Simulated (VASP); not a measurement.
# B2C (P-4m2) in VASP: single point with PBE

Aim: the single point of B2C with PBE.

All numbers are computed with VASP 6.6.1; they aren't measurements. Logs are shortened: lines on timing, memory, paths and dates and some standing lists are left out, and cuts for length are marked.

## Step 1: The cell of the first run

The structure is tetragonal, space group P-4m2 (No. 115). Conventional cell: a = 2.655 Å, b = 2.655 Å, c = 3.231 Å, α = 90.00°, β = 90.00°, γ = 90.00°. Within 2.1 Å of B (site symmetry 2mm) lie 2 C at 1.56 Å. C (site symmetry -4m2) has 4 B at 1.56 Å within 2.1 Å.

## Step 2: Single point, PBE

File INCAR:

```
PREC = Accurate ; ENCUT = 600
EDIFF = 1E-6 ; ISMEAR = 0
SIGMA = 0.2 ; LREAL = False
LASPH = True ; NELM = 120
ALGO = Normal ; ISIF = 2
LWAVE = False ; LCHARG = False
GGA = PE ; NBANDS = 12
GGA_COMPAT = False
```

File KPOINTS:

```
regular mesh
0
Gamma
  7 7 5
```

File POSCAR:

```
B2C
1.0
    2.6554961408      0.0000000000      0.0000000000
    0.0000000000      2.6554961408      0.0000000000
    0.0000000000      0.0000000000      3.2311506020
B C
2 1
Direct
    0.5000000000      0.0000000000      0.7517287430
    0.0000000000      0.5000000000      0.2482712570
    0.0000000000      0.0000000000      0.5000000000
```

Potentials or basis: VASP PAW PBE potentials, release 64 (B, C).

Command:

```
> cat potpaw_PBE.64/B/POTCAR potpaw_PBE.64/C/POTCAR > POTCAR
> mpirun -np 1 vasp_std > vasp.out
```

OUTCAR:

```text
PREC = Accurate
   ENCUT = 600
   EDIFF = 1E-6
   ISMEAR = 0
   LREAL = False
   LASPH = True
   NELM = 120
   ISIF = 2
   GGA = PE

 ion  position               nearest neighbor table
   1  0.500  0.000  0.752-   3 1.56   3 1.56
   2  0.000  0.500  0.248-   3 1.56   3 1.56
   3  0.000  0.000  0.500-   1 1.56   2 1.56   2 1.56   1 1.56

  LATTYP: Found a simple tetragonal cell.
 ALAT       =     2.6554961408
 C/A-ratio  =     1.2167784966

  Lattice vectors:

 A1 = (   2.6554961408,   0.0000000000,   0.0000000000)
 A2 = (   0.0000000000,   2.6554961408,   0.0000000000)
 A3 = (   0.0000000000,   0.0000000000,   3.2311506020)

Analysis of symmetry for initial positions (statically):
=====================================================================
 Subroutine PRICEL returns:
 Original cell was already a primitive cell.

 Routine SETGRP: Setting up the symmetry group for a
 simple tetragonal supercell.

 Subroutine GETGRP returns: Found  8 space group operations
 (whereof  8 operations were pure point group operations)
 out of a pool of 16 trial point group operations.

The static configuration has the point symmetry D_2d.

Analysis of symmetry for dynamics (positions and initial velocities):
=====================================================================
 Subroutine PRICEL returns:
 Original cell was already a primitive cell.

 Routine SETGRP: Setting up the symmetry group for a
 simple tetragonal supercell.

 Subroutine GETGRP returns: Found  8 space group operations
 (whereof  8 operations were pure point group operations)
 out of a pool of 16 trial point group operations.

The dynamic configuration has the point symmetry D_2d.

 Subroutine INISYM returns: Found  8 space group operations
 (whereof  8 operations are pure point group operations),
 and found     1 'primitive' translations

----------------------------------------------------------------------------------------

                                     Primitive cell

  volume of cell :      22.7850

  direct lattice vectors                    reciprocal lattice vectors
     2.655496141  0.000000000  0.000000000     0.376577463  0.000000000  0.000000000
     0.000000000  2.655496141  0.000000000     0.000000000  0.376577463  0.000000000
     0.000000000  0.000000000  3.231150602     0.000000000  0.000000000  0.309487277

[... 88 lines left out ...]
   NSW    =      0    number of steps for IOM
   IBRION =     -1    ionic relax: 0-MD 1-quasi-New 2-CG
   NFREE  =      0    steps in history (QN), initial steepest desc. (CG)
   ISIF   =      2    stress and relaxation
   ISYM   =      2    0-nonsym 1-usesym 2-fastsym
   POTIM  = 0.5000    time-step for ionic-motion
   TEBEG  =    0.0;   TEEND  =   0.0 temperature during run
   PSTRESS=    0.0 pullay stress
   NELECT =      10.0000    total number of electrons
   NUPDOWN=      -1.0000    fix difference up-down
   EMIN   =  10.00;   EMAX   =-10.00  energy-range for DOS
   EFERMI =   0.00;   METHOD = LEGACY
   ISMEAR =     0;   SIGMA  =   0.20  broadening in eV -4-tet -1-fermi 0-gaus
   EFERMI_NEDOS =   21; number of points for ismear=-14 and -15
   IALGO  =     38    algorithm
   IMIX   =      4    mixing-type and parameters
     AMIX     =   0.40;   BMIX     =  1.00
     AMIX_MAG =   1.60;   BMIX_MAG =  1.00
  volume/ion in A,a.u.               =       7.59        51.25
  Fermi-wavevector in a.u.,A,eV,Ry     =   1.244110  2.351026 21.059216  1.547809
  Thomas-Fermi vector in A             =   2.378391
   LORBIT       =      0    0 simple, 1 ext, 2 COOP (PROOUT), +10 PAW based schemes
   GGA     = PE    functional components
   LHFCALC =     F    Hartree Fock is set to
   AEXX    =    0.0000 exact exchange contribution
   IVDW    =     0    specifies the selected vdW correction
   LEPSILON=     F    determine dielectric tensor
   LRPA    =     F    only Hartree local field effects (RPA)
 non-spin polarized calculation
 Gauss-broadening in eV      SIGMA  =   0.20
  energy-cutoff  :      600.00
  volume of cell :       22.78
 maximum number of plane-waves:       773
 NGX is ok and might be reduce to    24
   NGX = 11   NGY = 11   NGZ = 13

 number of electron      10.0000000 magnetization

 Free energy of the ion-electron system (eV)
  ---------------------------------------------------
  ext. energy  EPLUGINS =         0.00000000
  ---------------------------------------------------
  free energy    TOTEN  =       -20.15427832 eV

  energy without entropy =      -20.15086613  energy(sigma->0) =      -20.15257223

 E-fermi :   6.5281     XC(G=0): -11.6754

 val. band max:        6.1584215190   @ k =   0.4286   0.4286   0.4000
 cond. band min:       6.6286894426   @ k =   0.1429   0.1429   0.4000
 fundamental gap:      0.4702679235
 Fermi energy:         6.5281448472

 k-point     1 :       0.0000    0.0000    0.0000
  band No.  band energies     occupation
      1     -10.6092      2.00000
      2       1.4610      2.00000
      3       1.6259      2.00000
      4       2.5566      2.00000
      5       2.5566      2.00000
      6      12.3724      0.00000
      7      13.0563      0.00000
      8      13.7986      0.00000
      9      13.7986      0.00000
     10      14.6250      0.00000
     11      19.0022      0.00000
     12      19.0022      0.00000
[... 331 lines left out ...]
 k-point    24 :       0.4286    0.0000    0.4000
  band No.  band energies     occupation
      1      -7.2134      2.00000
      2      -3.0902      2.00000
      3      -1.9193      2.00000
      4       1.8984      2.00000
      5       4.3272      2.00000
      6      10.3111      0.00000
      7      12.1463      0.00000
      8      12.7682      0.00000
      9      16.6327      0.00000
     10      17.2757      0.00000
     11      20.0077      0.00000
     12      22.7124      0.00000

 [... further k-points ...]
[... 5 lines left out ...]
  --------------------------------------------------------------------------------------
  -------------------------------------------------------------------------------------
  Total        0.0193716      0.0193716     -0.0434028      0.0000000      0.0000000      0.0000000
  in kB        1.3621593      1.3621593     -3.0519690      0.0000000      0.0000000      0.0000000
  external PRESSURE =      -0.1092168 kB  Pullay stress =       0.0000000 kB

 VOLUME and BASIS-vectors are now :
 -----------------------------------------------------------------------------
  energy-cutoff  :      600.00
  volume of cell :       22.78
      direct lattice vectors                 reciprocal lattice vectors
     2.655496141  0.000000000  0.000000000     0.376577463  0.000000000  0.000000000
     0.000000000  2.655496141  0.000000000     0.000000000  0.376577463  0.000000000
     0.000000000  0.000000000  3.231150602     0.000000000  0.000000000  0.309487277

 POSITION                                       TOTAL-FORCE (eV/Angst)
 -----------------------------------------------------------------------------------
      1.32775      0.00000      2.42895         0.000000     -0.000000      0.007961
      0.00000      1.32775      0.80220        -0.000000      0.000000     -0.007961
      0.00000      0.00000      1.61558        -0.000000     -0.000000      0.000000
 -----------------------------------------------------------------------------------
    total drift:                               -0.000000     -0.000000      0.000000

  FREE ENERGIE OF THE ION-ELECTRON SYSTEM (eV)
  ---------------------------------------------------
  free  energy   TOTEN  =       -20.1542783203 eV

  energy  without entropy=      -20.1508661311  energy(sigma->0) =      -20.15257223
```

OSZICAR:

```text
N       E                     dE             d eps       ncg     rms          rms(c)
DAV:   1     0.124224556949E+02    0.12422E+02   -0.54465E+03   720   0.845E+02
DAV:   2    -0.210611222465E+02   -0.33484E+02   -0.31422E+02   896   0.153E+02
DAV:   3    -0.222802321108E+02   -0.12191E+01   -0.12148E+01   928   0.243E+01
DAV:   4    -0.222850018822E+02   -0.47698E-02   -0.47687E-02   788   0.182E+00
DAV:   5    -0.222850159218E+02   -0.14040E-04   -0.14040E-04   944   0.934E-02    0.789E+00
DAV:   6    -0.202696126629E+02    0.20154E+01   -0.44727E+00   836   0.128E+01    0.332E+00
DAV:   7    -0.201764689146E+02    0.93144E-01   -0.67179E-01   912   0.527E+00    0.196E+00
DAV:   8    -0.201570426783E+02    0.19426E-01   -0.65307E-02   812   0.187E+00    0.345E-01
DAV:   9    -0.201542101012E+02    0.28326E-02   -0.84946E-03   868   0.632E-01    0.901E-02
DAV:  10    -0.201542790383E+02   -0.68937E-04   -0.95733E-04   812   0.220E-01    0.194E-02
DAV:  11    -0.201542780375E+02    0.10008E-05   -0.95279E-06   904   0.242E-02    0.895E-03
DAV:  12    -0.201542783203E+02   -0.28281E-06   -0.42463E-06   828   0.146E-02
   1 F= -.20154278E+02 E0= -.20152572E+02  d E =-.341219E-02
```

stdout:

```text
POSCAR found type information on POSCAR B C
 POSCAR found :  2 types and       3 ions
 scaLAPACK will be used
 LDA part: xc-table for (Slater+PW92), standard interpolation
 POSCAR, INCAR and KPOINTS ok, starting setup
 FFT: planning ... GRIDC
 FFT: planning ... GRID_SOFT
 FFT: planning ... GRID
 WAVECAR not read
 entering main loop
```

Run time: 11 s. Hardware: 1 thread of Intel Xeon 8259CL, shared host; peak memory 0.14 GiB.

Results:

```yaml
Free_energy: -20.1543 eV
Pressure: 0.0 GPa
Largest_force: 0.008 eV/Å
Band_gap_on_the_k_mesh: zero (band 5 reaches 8.14 eV, above the bottom of band 6 at 5.44 eV)
```

Forces on the atoms (eV/Å):
```
B    0.000  0.000  0.008
B    0.000  0.000 -0.008
C    0.000  0.000  0.000
```

Stress tensor (GPa, compression positive):
```
 0.14  0.00  0.00
 0.00  0.14  0.00
 0.00  0.00 -0.31
```

Caveat: the k points lie up to 0.39 Å⁻¹ apart.
